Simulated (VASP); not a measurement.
# Bi (P6_3/mmc) in VASP: a series of runs

The runs below take Bi through single point, with LDA.

Everything below comes from runs of VASP 6.6.1. Logs are shortened: lines on timing, memory, paths and dates and some standing lists are left out, and cuts for length are marked.

## 1. The cell of the first run

It takes space group P6_3/mmc (No. 194, hexagonal). Conventional cell: a = 3.533 Å, b = 3.533 Å, c = 11.773 Å, α = 90.00°, β = 90.00°, γ = 120.00°. Bi (site symmetry -3m) has 12 Bi at 3.53 to 3.58 Å within 4.6 Å. Bi (site symmetry -6m2) has 12 Bi at 3.53 to 3.58 Å within 4.6 Å.

This isn't the form of Bi at room conditions, which is rhombohedral.

## 2. Single point, LDA (31.81 Å³/atom)

The input, INCAR:

```
SYSTEM = Bi
ALGO = Normal
EDIFF = 1E-7
ENCUT = 520
GGA = CA
ISIF = 2
ISMEAR = -1
LASPH = .TRUE.
LCHARG = .FALSE.
LREAL = .FALSE.
LWAVE = .FALSE.
NBANDS = 38
NELM = 100
PREC = Accurate
SIGMA = 0.1
```

The input, KPOINTS:

```
k-points
0
G
  12 12 3
  0 0 0
```

The input, POSCAR:

```
Bi
1.0
    3.5328219549      0.0000000000      0.0000000000
   -1.7664109775      3.0595135600      0.0000000000
    0.0000000000      0.0000000000     11.7734387508
Bi
4
Direct
    0.0000000000      0.0000000000      0.0000000000
    0.0000000000      0.0000000000      0.5000000000
    0.3333333333      0.6666666667      0.2500000000
    0.6666666667      0.3333333333      0.7500000000
```

Potentials or basis: VASP PAW LDA potentials, release 64 (Bi_d).

Run with:

```
$ cat potpaw_LDA.64/Bi_d/POTCAR > POTCAR
$ mpirun -np 1 vasp_std > vasp.out
```

OUTCAR:

```text
SYSTEM = Bi
   EDIFF = 1E-7
   ENCUT = 520
   GGA = CA
   ISIF = 2
   ISMEAR = -1
   LASPH = .TRUE.
   LREAL = .FALSE.
   NELM = 100
   PREC = Accurate

 ion  position               nearest neighbor table
   1  0.000  0.000  0.000-   3 3.58   4 3.58   4 3.58   3 3.58   4 3.58   3 3.58
   2  0.000  0.000  0.500-   3 3.58   4 3.58   4 3.58   3 3.58   4 3.58   3 3.58
   3  0.333  0.667  0.250-   1 3.58   2 3.58   1 3.58   2 3.58   1 3.58   2 3.58
   4  0.667  0.333  0.750-   1 3.58   2 3.58   1 3.58   2 3.58   1 3.58   2 3.58

  LATTYP: Found a hexagonal cell.
 ALAT       =     3.5328219549
 C/A-ratio  =     3.3325876314

  Lattice vectors:

 A1 = (   3.5328219549,   0.0000000000,   0.0000000000)
 A2 = (  -1.7664109775,   3.0595135600,   0.0000000000)
 A3 = (   0.0000000000,   0.0000000000,  11.7734387508)

Analysis of symmetry for initial positions (statically):
=====================================================================
 Subroutine PRICEL returns:
 Original cell was already a primitive cell.

 Routine SETGRP: Setting up the symmetry group for a
 hexagonal supercell.

 Subroutine GETGRP returns: Found 24 space group operations
 (whereof 12 operations were pure point group operations)
 out of a pool of 24 trial point group operations.

The static configuration has the point symmetry D_3d.
 The point group associated with its full space group is D_6h.

Analysis of symmetry for dynamics (positions and initial velocities):
=====================================================================
 Subroutine PRICEL returns:
 Original cell was already a primitive cell.

 Routine SETGRP: Setting up the symmetry group for a
 hexagonal supercell.

 Subroutine GETGRP returns: Found 24 space group operations
 (whereof 12 operations were pure point group operations)
 out of a pool of 24 trial point group operations.

The dynamic configuration has the point symmetry D_3d.
 The point group associated with its full space group is D_6h.

 Subroutine INISYM returns: Found 24 space group operations
 (whereof 12 operations are pure point group operations),
 and found     1 'primitive' translations

----------------------------------------------------------------------------------------

                                     Primitive cell

  volume of cell :     127.2558

  direct lattice vectors                    reciprocal lattice vectors
     3.532821955  0.000000000  0.000000000     0.283059835  0.163424672  0.000000000
    -1.766410978  3.059513560  0.000000000     0.000000000  0.326849344  0.000000000
     0.000000000  0.000000000 11.773438751     0.000000000  0.000000000  0.084936952

  length of vectors
     3.532821955  3.532821955 11.773438751     0.326849344  0.326849344  0.084936952

  position of ions in fractional coordinates (direct lattice)
     0.000000000  0.000000000  0.000000000
     0.000000000  0.000000000  0.500000000
     0.333333333  0.666666667  0.250000000
     0.666666667  0.333333333  0.750000000

  ion indices of the primitive-cell ions
   primitive index   ion index
                 1           1
                 2           2
                 3           3
                 4           4

----------------------------------------------------------------------------------------

 KPOINTS: k-points

Automatic generation of k-mesh.
 Grid dimensions read from file:
 generate k-points for:   12   12    3

 Generating k-lattice:

  Cartesian coordinates                     Fractional coordinates (reciprocal lattice)
     0.023588320  0.013618723  0.000000000     0.083333333  0.000000000  0.000000000
     0.000000000  0.027237445  0.000000000     0.000000000  0.083333333  0.000000000
     0.000000000  0.000000000  0.028312317     0.000000000  0.000000000  0.333333333

  Length of vectors
     0.027237445  0.027237445  0.028312317

  Shift w.r.t. Gamma in fractional coordinates (k-lattice)
     0.000000000  0.000000000  0.000000000

 Subroutine IBZKPT returns following result:
 ===========================================

 Found     38 irreducible k-points:

 Following reciprocal coordinates:
            Coordinates               Weight
  0.000000  0.000000  0.000000      1.000000
  0.083333 -0.000000  0.000000      6.000000
  0.166667  0.000000  0.000000      6.000000
  0.250000 -0.000000  0.000000      6.000000
  0.333333  0.000000  0.000000      6.000000
  0.416667 -0.000000  0.000000      6.000000
[... 16 lines left out ...]
  0.250000 -0.000000  0.333333     12.000000
  0.333333  0.000000  0.333333     12.000000
 [... further k-points ...]
   k-points           NKPTS =     38   k-points in BZ     NKDIM =     38   number of bands    NBANDS=     38
   number of dos      NEDOS =    301   number of ions     NIONS =      4
   total plane-waves  NPLWV =  70560
   dimension x,y,z NGX =    28 NGY =   28 NGZ =   90
   dimension x,y,z NGXF=    56 NGYF=   56 NGZF=  180
   ions per type =               4
   NGX,Y,Z   is equivalent  to a cutoff of  13.18, 13.18, 12.71 a.u.
   NGXF,Y,Z  is equivalent  to a cutoff of  26.35, 26.35, 25.42 a.u.
 SYSTEM =  Bi
   PREC   = accura    normal or accurate (medium, high low for compatibility)
   ISTART =      0    job   : 0-new  1-cont  2-samecut
   ICHARG =      2    charge: 1-file 2-atom 10-const
   ISPIN  =      1    spin polarized calculation?
   LNONCOLLINEAR =      F non collinear calculations
   LSORBIT =      F    spin-orbit coupling
   LASPH  =      T    aspherical Exc in radial PAW
   ENCUT  =  520.0 eV  38.22 Ry    6.18 a.u.   6.57  6.57 21.89*2*pi/ulx,y,z
   NELM   =    100;   NELMIN=  2; NELMDL= -5     # of ELM steps
   EDIFF  = 0.1E-06   stopping-criterion for ELM
   LREAL  =      F    real-space projection
   EDIFFG = 0.1E-05   stopping-criterion for IOM
   NSW    =      0    number of steps for IOM
   IBRION =     -1    ionic relax: 0-MD 1-quasi-New 2-CG
   NFREE  =      0    steps in history (QN), initial steepest desc. (CG)
   ISIF   =      2    stress and relaxation
   ISYM   =      2    0-nonsym 1-usesym 2-fastsym
   POTIM  = 0.5000    time-step for ionic-motion
   TEBEG  =    0.0;   TEEND  =   0.0 temperature during run
   PSTRESS=    0.0 pullay stress
   NELECT =      60.0000    total number of electrons
   NUPDOWN=      -1.0000    fix difference up-down
   EMIN   =  10.00;   EMAX   =-10.00  energy-range for DOS
   EFERMI =   0.00;   METHOD = LEGACY
   ISMEAR =    -1;   SIGMA  =   0.10  broadening in eV -4-tet -1-fermi 0-gaus
   EFERMI_NEDOS =   21; number of points for ismear=-14 and -15
   IALGO  =     38    algorithm
   IMIX   =      4    mixing-type and parameters
     AMIX     =   0.40;   BMIX     =  1.00
     AMIX_MAG =   1.60;   BMIX_MAG =  1.00
  volume/ion in A,a.u.               =      31.81       214.69
  Fermi-wavevector in a.u.,A,eV,Ry     =   1.274186  2.407862 22.089731  1.623549
  Thomas-Fermi vector in A             =   2.406968
   LORBIT       =      0    0 simple, 1 ext, 2 COOP (PROOUT), +10 PAW based schemes
   GGA     = CA    functional components
   LHFCALC =     F    Hartree Fock is set to
   AEXX    =    0.0000 exact exchange contribution
   IVDW    =     0    specifies the selected vdW correction
   LEPSILON=     F    determine dielectric tensor
   LRPA    =     F    only Hartree local field effects (RPA)
 non-spin polarized calculation
  energy-cutoff  :      520.00
  volume of cell :      127.26
 maximum number of plane-waves:      3476
 NGX is ok and might be reduce to    28
   NGX = 13   NGY = 13   NGZ = 43

 number of electron      59.9999989 magnetization

 Free energy of the ion-electron system (eV)
  ---------------------------------------------------
  ext. energy  EPLUGINS =         0.00000000
  ---------------------------------------------------
  free energy    TOTEN  =       -17.67565545 eV

  energy without entropy =      -17.58878860  energy(sigma->0) =      -17.63222203

 E-fermi :   7.4641     XC(G=0): -10.4273

 val. band max:        7.4583685437   @ k =   0.2500  -0.0000   0.0000
 cond. band min:       7.4661270148   @ k =   0.4167  -0.0000   0.0000
 fundamental gap:      0.0077584711
 Fermi energy:         7.4641073786

 k-point     1 :       0.0000    0.0000    0.0000
  band No.  band energies     occupation
      1     -15.5408      2.00000
      2     -15.5375      2.00000
      3     -15.5375      2.00000
      4     -15.5367      2.00000
      5     -15.5336      2.00000
      6     -15.5336      2.00000
[... 30 lines left out ...]
     37      14.7757      0.00000
     38      15.1635      0.00000

 k-point     2 :       0.0833   -0.0000    0.0000
  band No.  band energies     occupation
      1     -15.5419      2.00000
      2     -15.5390      2.00000
      3     -15.5374      2.00000
      4     -15.5346      2.00000
      5     -15.5301      2.00000
      6     -15.5266      2.00000
[... 30 lines left out ...]
     37      15.1647      0.00000
     38      15.5989      0.00000

 k-point     3 :       0.1667    0.0000    0.0000
  band No.  band energies     occupation
      1     -15.5553      2.00000
      2     -15.5456      2.00000
      3     -15.5433      2.00000
      4     -15.5273      2.00000
      5     -15.5233      2.00000
      6     -15.5175      2.00000
[... 30 lines left out ...]
     37      14.1944      0.00000
     38      14.8321      0.00000

 k-point     4 :       0.2500   -0.0000    0.0000
  band No.  band energies     occupation
      1     -15.5719      2.00000
      2     -15.5556      2.00000
      3     -15.5520      2.00000
      4     -15.5288      2.00000
      5     -15.5216      2.00000
      6     -15.5191      2.00000
[... 30 lines left out ...]
     37      13.3769      0.00000
     38      13.9686      0.00000
[... 703 lines left out ...]
      4     -15.5289      2.00000
      5     -15.5221      2.00000
      6     -15.5168      2.00000
[... 30 lines left out ...]
     37      14.2267      0.00000
     38      14.3802      0.00000

 k-point    23 :       0.2500   -0.0000    0.3333
  band No.  band energies     occupation
      1     -15.5700      2.00000
      2     -15.5639      2.00000
      3     -15.5424      2.00000
      4     -15.5326      2.00000
      5     -15.5194      2.00000
      6     -15.5104      2.00000
[... 30 lines left out ...]
     37      13.4441      0.00000
     38      13.5397      0.00000

 k-point    24 :       0.3333    0.0000    0.3333
  band No.  band energies     occupation
      1     -15.5843      2.00000
      2     -15.5758      2.00000
      3     -15.5487      2.00000
      4     -15.5379      2.00000
      5     -15.5310      2.00000
      6     -15.5211      2.00000
[... 30 lines left out ...]
     37      12.9056      0.00000
     38      12.9672      0.00000

 [... further k-points ...]
[... 5 lines left out ...]
  --------------------------------------------------------------------------------------
  -------------------------------------------------------------------------------------
  Total       -3.4532171     -3.4532171     -3.0206842      0.0000000     -0.0000000     -0.0000000
  in kB      -43.4767428    -43.4767428    -38.0310611      0.0000000     -0.0000000     -0.0000000
  external PRESSURE =     -41.6615156 kB  Pullay stress =       0.0000000 kB

 VOLUME and BASIS-vectors are now :
 -----------------------------------------------------------------------------
  energy-cutoff  :      520.00
  volume of cell :      127.26
      direct lattice vectors                 reciprocal lattice vectors
     3.532821955  0.000000000  0.000000000     0.283059835  0.163424672  0.000000000
    -1.766410978  3.059513560  0.000000000     0.000000000  0.326849344  0.000000000
     0.000000000  0.000000000 11.773438751     0.000000000  0.000000000  0.084936952

 POSITION                                       TOTAL-FORCE (eV/Angst)
 -----------------------------------------------------------------------------------
      0.00000      0.00000      0.00000         0.000000      0.000000      0.000000
      0.00000      0.00000      5.88672         0.000000      0.000000      0.000000
     -0.00000      2.03968      2.94336         0.000000      0.000000     -0.000000
      1.76641      1.01984      8.83008        -0.000000      0.000000      0.000000
 -----------------------------------------------------------------------------------
    total drift:                                0.000000     -0.000000      0.000000

  FREE ENERGIE OF THE ION-ELECTRON SYSTEM (eV)
  ---------------------------------------------------
  free  energy   TOTEN  =       -17.6756554534 eV

  energy  without entropy=      -17.5887886024  energy(sigma->0) =      -17.63222203
```

It took 76 s on 1 thread of Intel Xeon 6975P-C (Granite Rapids), shared host; peak memory 0.28 GiB.

Results:

```
Free energy            : -17.6757 eV
Pressure               : -4.2 GPa
Band gap on the k mesh : zero (bands 30 and 31 overlap by 5.96 eV)
```

Levels at points of the mesh, in eV from the Fermi level:
```
           k point  band 27  band 28  band 29  band 30  band 31  band 32  band 33  band 34
(0.00, 0.00, 0.00)    -1.25     3.42     3.42     4.06     4.06     4.08     4.08     4.52
(0.50, 0.00, 0.00)    -3.79    -3.38    -1.43    -0.73     0.48     1.40     1.57     1.58
```

Caveat: the cell stands under tension; spin-orbit coupling is left out, which moves the levels of the heavy elements.

## 3. Single point, LDA (32.99 Å³/atom)

This run uses another cell than the first one, of 32.99 Å³/atom.

The input, INCAR:

```
ALGO = Normal
EDIFF = 1E-7
ENCUT = 520
ISIF = 2
ISMEAR = -1
LASPH = True
LCHARG = False
LREAL = False
LWAVE = False
NBANDS = 38
NELM = 80
PREC = Accurate
SIGMA = 0.1
```

The input, KPOINTS:

```
k-points
0
Gamma
  12 12 3
```

The input, POSCAR:

```
Bi
1.0
    3.5759093960      0.0000000000      0.0000000000
   -1.7879546980      3.0968283785      0.0000000000
    0.0000000000      0.0000000000     11.9170314239
Bi
4
Direct
    0.0000000000      0.0000000000      0.0000000000
    0.0000000000      0.0000000000      0.5000000000
    0.3333333333      0.6666666667      0.2500000000
    0.6666666667      0.3333333333      0.7500000000
```

Potentials or basis: VASP PAW LDA potentials, release 64 (Bi_d).

Run with:

```
$ cat potpaw_LDA.64/Bi_d/POTCAR > POTCAR
$ mpirun -np 1 vasp_std > vasp.out
```

OUTCAR:

```text
EDIFF = 1E-7
   ENCUT = 520
   ISIF = 2
   ISMEAR = -1
   LASPH = True
   LREAL = False
   NELM = 80
   PREC = Accurate

 ion  position               nearest neighbor table
   1  0.000  0.000  0.000-   3 3.62   4 3.62   3 3.62   4 3.62   4 3.62   3 3.62
   2  0.000  0.000  0.500-   3 3.62   4 3.62   3 3.62   4 3.62   4 3.62   3 3.62
   3  0.333  0.667  0.250-   1 3.62   2 3.62   1 3.62   2 3.62   1 3.62   2 3.62
   4  0.667  0.333  0.750-   1 3.62   2 3.62   1 3.62   2 3.62   1 3.62   2 3.62

  LATTYP: Found a hexagonal cell.
 ALAT       =     3.5759093960
 C/A-ratio  =     3.3325876313

[... 1177 lines left out ...]
 [... further k-points ...]
[... 5 lines left out ...]
  --------------------------------------------------------------------------------------
  -------------------------------------------------------------------------------------
  Total       -4.7911479     -4.7911479     -4.2829478     -0.0000000      0.0000000     -0.0000000
  in kB      -58.1672362    -58.1672362    -51.9974006     -0.0000000      0.0000000     -0.0000000
  external PRESSURE =     -56.1106243 kB  Pullay stress =       0.0000000 kB

 VOLUME and BASIS-vectors are now :
 -----------------------------------------------------------------------------
  energy-cutoff  :      520.00
  volume of cell :      131.97
      direct lattice vectors                 reciprocal lattice vectors
     3.575909396  0.000000000  0.000000000     0.279649144  0.161455508  0.000000000
    -1.787954698  3.096828379  0.000000000     0.000000000  0.322911017  0.000000000
     0.000000000  0.000000000 11.917031424     0.000000000  0.000000000  0.083913515

 POSITION                                       TOTAL-FORCE (eV/Angst)
 -----------------------------------------------------------------------------------
      0.00000      0.00000      0.00000        -0.000000      0.000000     -0.000000
      0.00000      0.00000      5.95852        -0.000000      0.000000     -0.000000
     -0.00000      2.06455      2.97926         0.000000      0.000000      0.000000
      1.78795      1.03228      8.93777        -0.000000     -0.000000     -0.000000
 -----------------------------------------------------------------------------------
    total drift:                                0.000000     -0.000000      0.000000

  FREE ENERGIE OF THE ION-ELECTRON SYSTEM (eV)
  ---------------------------------------------------
  free  energy   TOTEN  =       -17.5334146474 eV

  energy  without entropy=      -17.4434906289  energy(sigma->0) =      -17.48845264
```

stdout:

```text
POSCAR found type information on POSCAR Bi
 POSCAR found :  1 types and       4 ions
 scaLAPACK will be used
 LDA part: xc-table for (Slater(with rela. corr.)+CA(PZ))
 , standard interpolation
 POSCAR, INCAR and KPOINTS ok, starting setup
 FFT: planning ... GRIDC
 FFT: planning ... GRID_SOFT
 FFT: planning ... GRID
 WAVECAR not read
 entering main loop
```

Run time: 87 s. Hardware: 1 thread of Intel Xeon 6975P-C (Granite Rapids), shared host; peak memory 0.28 GiB.

Results:

- Free energy: -17.5334 eV
- Pressure: -5.6 GPa
- Band gap on the k mesh: zero (bands 30 and 31 overlap by 5.68 eV)

Stress tensor (GPa, compression positive):
```
-5.82  0.00  0.00
 0.00 -5.82  0.00
 0.00  0.00 -5.20
```

Levels at points of the mesh, in eV from the Fermi level:
```tsv
k point	band 26	band 27	band 28	band 29	band 30	band 31	band 32	band 33	band 34	band 35
(0.00, 0.00, 0.00)	-1.25	-1.24	3.26	3.26	3.87	3.87	3.88	3.88	4.30	4.61
(0.50, 0.00, 0.00)	-4.55	-3.66	-3.26	-1.35	-0.69	0.47	1.33	1.51	1.52	2.25
```

Caveat: the cell stands under tension; spin-orbit coupling is left out, which moves the levels of the heavy elements.

## 4. Single point, LDA

This run uses another cell than the first one, of 29.46 Å³/atom.

INCAR, as its differences from that of step 3:

```diff
@@ -1,3 +1,3 @@
 ALGO = Normal
-EDIFF = 1E-7
+EDIFF = 1E-6
 ENCUT = 520
```

The input, KPOINTS:

```
k-points
0
Gamma
  14 14 4
```

The input, POSCAR:

```
Bi
1.0
    3.4433446874      0.0000000000      0.0000000000
   -1.7216723437      2.9820239732      0.0000000000
    0.0000000000      0.0000000000     11.4752479157
Bi
4
Direct
    0.0000000000      0.0000000000      0.0000000000
    0.0000000000      0.0000000000      0.5000000000
    0.3333333333      0.6666666667      0.2500000000
    0.6666666667      0.3333333333      0.7500000000
```

Run with:

```
$ cat potpaw_LDA.64/Bi_d/POTCAR > POTCAR
$ mpirun -np 1 vasp_std > vasp.out
```

Wall time 2.6 min (1 thread of Intel Xeon 6975P-C (Granite Rapids), shared host); peak memory 0.35 GiB.

Results (log left out):

| Item | Value |
| --- | --- |
| Free energy | -17.7848 eV |
| Pressure | 0.0 GPa |
| Band gap on the k mesh | zero (bands 30 and 31 overlap by 6.56 eV) |

Levels at points of the mesh, in eV from the Fermi level:
| k point | band 28 | band 29 | band 30 | band 31 | band 32 | band 33 |
| --- | --- | --- | --- | --- | --- | --- |
| (0.00, 0.00, 0.00) | 3.78 | 3.78 | 4.50 | 4.50 | 4.51 | 4.51 |
| (0.50, 0.00, 0.00) | -3.63 | -1.60 | -0.81 | 0.50 | 1.55 | 1.70 |
| (0.00, 0.00, 0.50) | 2.38 | 3.98 | 3.98 | 3.98 | 3.98 | 5.11 |
| (0.50, 0.00, 0.50) | -4.35 | -0.46 | -0.46 | 0.82 | 0.82 | 1.13 |

Caveat: spin-orbit coupling is left out, which moves the levels of the heavy elements.

## 5. Summary

| cell | k mesh | gap on the mesh (eV) | pressure (GPa) |
| --- | --- | --- | --- |
| a = 3.533, b = 3.533, c = 11.773 Å, angles 90.0, 90.0, 120.0°, 4 atoms | 12 × 12 × 3 | none | -4.2 |
| a = 3.576, b = 3.576, c = 11.917 Å, angles 90.0, 90.0, 120.0°, 4 atoms | 12 × 12 × 3 | none | -5.6 |
| a = 3.443, b = 3.443, c = 11.475 Å, angles 90.0, 90.0, 120.0°, 4 atoms | 14 × 14 × 4 | none | 0.0 |

Alike in all rows: task single point; level LDA; potentials or basis VASP PAW LDA potentials, release 64 (Bi_d); no spin polarisation; cutoff (eV) 520; smearing fermi-dirac 0.1 eV.

Caveats: spin-orbit coupling is left out, which moves the levels of the heavy elements; the cell stands under tension (at least some runs).

Total energies depend on the potentials used, so only differences within one code and one set of settings carry meaning.

The gap in the log of VASP goes by the Fermi energy; the results here count the filled bands.